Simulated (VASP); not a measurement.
# AlN in VASP: single point with PBE

Aim: the single point of AlN with PBE.

Everything below comes from runs of VASP 6.6.1. Logs are shortened: lines on timing, memory, paths and dates and some standing lists are left out, and cuts for length are marked.

## Step 1: The cell of the first run

The cell holds a slab with vacuum, 4 atoms: a = 3.130 Å, b = 5.018 Å, c = 16.904 Å, α = 90.00°, β = 90.00°, γ = 90.00°.

## Step 2: Single point, PBE

POSCAR reads:

```
AlN
1.0
    3.1301578475      0.0000000000      0.0000000000
    0.0000000000      5.0181095988      0.0000000000
    0.0000000000      0.0000000000     16.9036000000
Al N
2 2
Direct
    0.7500000000      0.0592403060      0.4732720032
    0.2500000000      0.5592403060      0.5267279968
    0.7500000000      0.4407596940      0.4732720032
    0.2500000000      0.9407596940      0.5267279968
```

INCAR.step1 reads:

```
SYSTEM = AlN
ALGO = Normal
DIPOL = 0.5 0.5 0.500
EDIFF = 1E-6
ENCUT = 520
GGA = PE
IDIPOL = 3
ISIF = 2
ISMEAR = -1
LASPH = .True.
LCHARG = .True.
LDIPOL = .True.
LREAL = .False.
LWAVE = .False.
NBANDS = 16
NELM = 60
PREC = Accurate
SIGMA = 0.02
```

KPOINTS.step1 reads:

```
k-points
0
Gamma
  10 6 1
  0 0 0
```

INCAR.step2 reads:

```
SYSTEM = AlN
ALGO = Normal
DIPOL = 0.5 0.5 0.500
EDIFF = 1E-6
ENCUT = 520
GGA = PE
ICHARG = 11
IDIPOL = 3
ISIF = 2
ISMEAR = -5
LASPH = .True.
LCHARG = .False.
LDIPOL = .True.
LORBIT = 10
LREAL = .False.
LWAVE = .False.
NEDOS = 2001
NELM = 60
PREC = Accurate
SIGMA = 0.02
```

KPOINTS.step2 reads:

```
k-points
0
Gamma
  15 9 1
  0 0 0
```

Potentials or basis: VASP PAW PBE potentials, release 64 (Al, N).

Command:

```bash
> cat potpaw_PBE.64/Al/POTCAR potpaw_PBE.64/N/POTCAR > POTCAR
> cp INCAR.step1 INCAR
> cp KPOINTS.step1 KPOINTS
> mpirun -np 1 vasp_std > vasp.out
> cp INCAR.step2 INCAR
> cp KPOINTS.step2 KPOINTS
> mpirun -np 1 vasp_std > vasp.out
```

OUTCAR:

```text
SYSTEM = AlN
   EDIFF = 1E-6
   ENCUT = 520
   GGA = PE
   ICHARG = 11
   ISIF = 2
   ISMEAR = -5
   LASPH = .True.
   LORBIT = 10
   LREAL = .False.
   NELM = 60
   PREC = Accurate

 ion  position               nearest neighbor table
   1  0.750  0.059  0.473-   4 1.90   4 1.90   3 1.91   2 3.09   2 3.09   2 3.09   2 3.09
   2  0.250  0.559  0.527-   3 1.90   3 1.90   4 1.91   1 3.09   1 3.09   1 3.09   1 3.09
   3  0.750  0.441  0.473-   2 1.90   2 1.90   1 1.91
   4  0.250  0.941  0.527-   1 1.90   1 1.90   2 1.91

  LATTYP: Found a simple orthorhombic cell.
 ALAT       =     3.1301578475
 B/A-ratio  =     1.6031490561
 C/A-ratio  =     5.4002388453

  Lattice vectors:

 A1 = (   3.1301578475,   0.0000000000,   0.0000000000)
 A2 = (   0.0000000000,   5.0181095988,   0.0000000000)
 A3 = (   0.0000000000,   0.0000000000,  16.9036000000)

Analysis of symmetry for initial positions (statically):
=====================================================================
 Subroutine PRICEL returns:
 Original cell was already a primitive cell.

 Routine SETGRP: Setting up the symmetry group for a
 simple orthorhombic supercell.

 Subroutine GETGRP returns: Found  4 space group operations
 (whereof  1 operations were pure point group operations)
 out of a pool of  8 trial point group operations.

The static configuration has the point symmetry C_1 .
 The point group associated with its full space group is C_2v.

Analysis of symmetry for dynamics (positions and initial velocities):
=====================================================================
 Subroutine PRICEL returns:
 Original cell was already a primitive cell.

 Routine SETGRP: Setting up the symmetry group for a
 simple orthorhombic supercell.

 Subroutine GETGRP returns: Found  4 space group operations
 (whereof  1 operations were pure point group operations)
 out of a pool of  8 trial point group operations.

The dynamic configuration has the point symmetry C_1 .
 The point group associated with its full space group is C_2v.

 Subroutine INISYM returns: Found  4 space group operations
 (whereof  1 operations are pure point group operations),
 and found     1 'primitive' translations

----------------------------------------------------------------------------------------

                                     Primitive cell

  volume of cell :     265.5129

  direct lattice vectors                    reciprocal lattice vectors
     3.130157848  0.000000000  0.000000000     0.319472707  0.000000000  0.000000000
     0.000000000  5.018109599  0.000000000     0.000000000  0.199278230  0.000000000
     0.000000000  0.000000000 16.903600000     0.000000000  0.000000000  0.059158996

  length of vectors
     3.130157848  5.018109599 16.903600000     0.319472707  0.199278230  0.059158996

  position of ions in fractional coordinates (direct lattice)
     0.750000000  0.059240306  0.473272003
     0.250000000  0.559240306  0.526727997
     0.750000000  0.440759694  0.473272003
     0.250000000  0.940759694  0.526727997

  ion indices of the primitive-cell ions
   primitive index   ion index
                 1           1
                 2           2
                 3           3
                 4           4

----------------------------------------------------------------------------------------

 KPOINTS: k-points

Automatic generation of k-mesh.
 Grid dimensions read from file:
 generate k-points for:   15    9    1

 Generating k-lattice:

  Cartesian coordinates                     Fractional coordinates (reciprocal lattice)
     0.021298180  0.000000000  0.000000000     0.066666667  0.000000000  0.000000000
     0.000000000  0.022142026  0.000000000     0.000000000  0.111111111  0.000000000
     0.000000000  0.000000000  0.059158996     0.000000000  0.000000000  1.000000000

  Length of vectors
     0.021298180  0.022142026  0.059158996

  Shift w.r.t. Gamma in fractional coordinates (k-lattice)
     0.000000000  0.000000000  0.000000000

 TETIRR: Found    370 inequivalent tetrahedra from      810

 Subroutine IBZKPT returns following result:
 ===========================================

 Found     40 irreducible k-points:

 Following reciprocal coordinates:
            Coordinates               Weight
  0.000000  0.000000  0.000000      1.000000
  0.066667  0.000000  0.000000      2.000000
  0.133333  0.000000  0.000000      2.000000
  0.200000  0.000000  0.000000      2.000000
  0.266667  0.000000  0.000000      2.000000
  0.333333  0.000000  0.000000      2.000000
[... 16 lines left out ...]
  0.400000  0.222222  0.000000      4.000000
  0.466667  0.222222  0.000000      4.000000
 [... further k-points ...]
   k-points           NKPTS =     40   k-points in BZ     NKDIM =     40   number of bands    NBANDS=     12
   number of dos      NEDOS =   2001   number of ions     NIONS =      4
   total plane-waves  NPLWV = 120960
   dimension x,y,z NGX =    24 NGY =   40 NGZ =  126
   dimension x,y,z NGXF=    48 NGYF=   80 NGZF=  252
   ions per type =               2   2
   NGX,Y,Z   is equivalent  to a cutoff of  12.75, 13.25, 12.39 a.u.
   NGXF,Y,Z  is equivalent  to a cutoff of  25.49, 26.50, 24.78 a.u.
 SYSTEM =  AlN
   PREC   = accura    normal or accurate (medium, high low for compatibility)
   ISTART =      0    job   : 0-new  1-cont  2-samecut
   ICHARG =     11    charge: 1-file 2-atom 10-const
   ISPIN  =      1    spin polarized calculation?
   LNONCOLLINEAR =      F non collinear calculations
   LSORBIT =      F    spin-orbit coupling
   LASPH  =      T    aspherical Exc in radial PAW
   ENCUT  =  520.0 eV  38.22 Ry    6.18 a.u.   5.82  9.33 31.43*2*pi/ulx,y,z
   NELM   =     60;   NELMIN=  2; NELMDL=  0     # of ELM steps
   EDIFF  = 0.1E-05   stopping-criterion for ELM
   LREAL  =      F    real-space projection
   EDIFFG = 0.1E-04   stopping-criterion for IOM
   NSW    =      0    number of steps for IOM
   IBRION =     -1    ionic relax: 0-MD 1-quasi-New 2-CG
   NFREE  =      0    steps in history (QN), initial steepest desc. (CG)
   ISIF   =      2    stress and relaxation
   ISYM   =      2    0-nonsym 1-usesym 2-fastsym
   POTIM  = 0.5000    time-step for ionic-motion
   TEBEG  =    0.0;   TEEND  =   0.0 temperature during run
   PSTRESS=    0.0 pullay stress
   NELECT =      16.0000    total number of electrons
   NUPDOWN=      -1.0000    fix difference up-down
   EMIN   =  10.00;   EMAX   =-10.00  energy-range for DOS
   EFERMI =   0.00;   METHOD = LEGACY
   ISMEAR =    -5;   SIGMA  =   0.02  broadening in eV -4-tet -1-fermi 0-gaus
   EFERMI_NEDOS =   21; number of points for ismear=-14 and -15
   IALGO  =     38    algorithm
   IMIX   =      4    mixing-type and parameters
     AMIX     =   0.40;   BMIX     =  1.00
     AMIX_MAG =   1.60;   BMIX_MAG =  1.00
  volume/ion in A,a.u.               =      66.38       447.94
  Fermi-wavevector in a.u.,A,eV,Ry     =   0.641829  1.212882  5.604852  0.411945
  Thomas-Fermi vector in A             =   1.708298
   LORBIT       =     10    0 simple, 1 ext, 2 COOP (PROOUT), +10 PAW based schemes
   GGA     = PE    functional components
   LHFCALC =     F    Hartree Fock is set to
   AEXX    =    0.0000 exact exchange contribution
   IVDW    =     0    specifies the selected vdW correction
   LEPSILON=     F    determine dielectric tensor
   LRPA    =     F    only Hartree local field effects (RPA)
 non-spin polarized calculation
 Fermi weights with tetrahedron method with Bloechl corrections
  energy-cutoff  :      520.00
  volume of cell :      265.51
 maximum number of plane-waves:      7194
 NGX is ok and might be reduce to    24

 number of electron      15.9999998 magnetization

 dipolmoment           0.000000      0.000000     -0.000000 electrons x Angstroem

 Free energy of the ion-electron system (eV)
  ---------------------------------------------------
  ext. energy  EPLUGINS =         0.00000000
  ---------------------------------------------------
  free energy    TOTEN  =       -25.45956062 eV

  energy without entropy =      -25.45956062  energy(sigma->0) =      -25.45956062

 E-fermi :  -2.9819     XC(G=0):  -2.7148

 val. band max:       -2.9828335498   @ k =   0.1333   0.2222   0.0000
 cond. band min:      -1.9007348729   @ k =   0.0000   0.0000   0.0000
 fundamental gap:      1.0820986770
 Fermi energy:        -2.9819494588

 k-point     1 :       0.0000    0.0000    0.0000
  band No.  band energies     occupation
      1     -16.7090      2.00000
      2     -15.0741      2.00000
      3      -7.6326      2.00000
      4      -5.8192      2.00000
      5      -4.2825      2.00000
      6      -4.1311      2.00000
      7      -3.2050      2.00000
      8      -3.0486      2.00000
      9      -1.9007      0.00000
     10       0.2057      0.00000
     11       1.6932      0.00000
     12       1.9177      0.00000

 k-point     2 :       0.0667    0.0000    0.0000
  band No.  band energies     occupation
      1     -16.6724      2.00000
      2     -15.0620      2.00000
      3      -7.5843      2.00000
      4      -5.7702      2.00000
      5      -4.3155      2.00000
      6      -4.2964      2.00000
      7      -3.3859      2.00000
      8      -3.0478      2.00000
      9      -1.8083      0.00000
     10       0.2427      0.00000
     11       1.7606      0.00000
     12       1.9966      0.00000
[... 316 lines left out ...]
 k-point    24 :       0.4667    0.2222    0.0000
  band No.  band energies     occupation
      1     -15.3377      2.00000
      2     -15.1770      2.00000
      3      -7.3136      2.00000
      4      -7.1774      2.00000
      5      -5.0579      2.00000
      6      -4.7101      2.00000
      7      -3.6445      2.00000
      8      -3.4077      2.00000
      9       0.1783      0.00000
     10       0.3781      0.00000
     11       2.5750      0.00000
     12       2.7608      0.00000

 [... further k-points ...]

------------------------ aborting loop because EDIFF is reached ----------------------------------------

 vacuum level on the upper side and lower side of the slab       (xc-potential included)        -0.084        -0.084

  FORCE on cell =-STRESS in cart. coord.  units (eV):
  Direction    XX          YY          ZZ          XY          YZ          ZX
  --------------------------------------------------------------------------------------
  -------------------------------------------------------------------------------------
  Total       -2.0698362     -4.2583502     -4.5348302      0.0000000      0.0000000      0.0000000
  in kB      -12.4899580    -25.6960501    -27.3644061      0.0000000      0.0000000      0.0000000
  external PRESSURE =     -21.8501381 kB  Pullay stress =       0.0000000 kB

 VOLUME and BASIS-vectors are now :
 -----------------------------------------------------------------------------
  energy-cutoff  :      520.00
  volume of cell :      265.51
      direct lattice vectors                 reciprocal lattice vectors
     3.130157848  0.000000000  0.000000000     0.319472707  0.000000000  0.000000000
     0.000000000  5.018109599  0.000000000     0.000000000  0.199278230  0.000000000
     0.000000000  0.000000000 16.903600000     0.000000000  0.000000000  0.059158996

 POSITION                                       TOTAL-FORCE (eV/Angst)
 -----------------------------------------------------------------------------------
      2.34762      0.29727      8.00000         0.000000      0.593945      3.335850
      0.78254      2.80633      8.90360         0.000000      0.593945     -3.335850
      2.34762      2.21178      8.00000         0.000000     -0.593945      1.656657
      0.78254      4.72084      8.90360        -0.000000     -0.593945     -1.656657
 -----------------------------------------------------------------------------------
    total drift:                                0.000000     -0.000509     -0.000001

  FREE ENERGIE OF THE ION-ELECTRON SYSTEM (eV)
  ---------------------------------------------------
  free  energy   TOTEN  =       -25.4595606211 eV

  energy  without entropy=      -25.4595606211  energy(sigma->0) =      -25.45956062

 vacuum level on the upper side and lower side of the slab         1.686         1.686

 total charge

# of ion       s       p       d       tot
------------------------------------------
    1        0.394   0.367   0.000   0.760
    2        0.394   0.367   0.000   0.760
    3        1.253   2.451   0.000   3.704
    4        1.253   2.451   0.000   3.704
--------------------------------------------------
tot          3.294   5.635   0.000   8.929
```

Run time: 2 min. Hardware: 1 thread of Intel Xeon 6975P-C (Granite Rapids), shared host; peak memory 0.37 GiB.

What came out:

```
Valence electrons inside the program's atomic spheres : Al 0.76; N 3.70
```
